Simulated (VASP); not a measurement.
Runs of VASP 6.6.1 on Be3Te2S. The structure is that of space group Imm2 (No. 44), or close to it. The cells are those of the table. 

```tsv
level	cell	gap on the mesh (eV)	pressure (GPa)	largest force (eV/Å)
PBE	a = 6.484 Å, angles 146.4, 59.9, 132.0°, 6 atoms	1.56	4.8	0.12
PBE	a = 6.684 Å, angles 146.4, 59.9, 132.0°, 6 atoms	1.78	-1.7	0.05
PBE	a = 6.619 Å, angles 146.4, 59.9, 132.0°, 6 atoms	1.71	(a)	0.01
PBE	a = 6.552 Å, angles 146.4, 59.9, 132.0°, 6 atoms	(b)	2.3	0.07
r2SCAN	a = 6.613 Å, angles 146.4, 59.9, 132.0°, 6 atoms	2.07	0.2	0.02
```

Alike in all rows: task single point; potentials or basis VASP PAW PBE potentials, release 64 (S, Be, Te); no spin polarisation; k mesh 6 × 6 × 6; cutoff (eV) 520; smearing gaussian 0.01 eV.

Task: Estimate the missing entries.

Result: (a) 0.1; (b) 1.64.

Caveats: spin-orbit coupling is left out, which moves the levels of the heavy elements; the cell stands under pressure (at least some runs); the PAW data sets were made with another functional, which shifts forces and pressure a little (at least some runs).

A k mesh can miss the band edges, and the runs leave out spin-orbit coupling on Te.
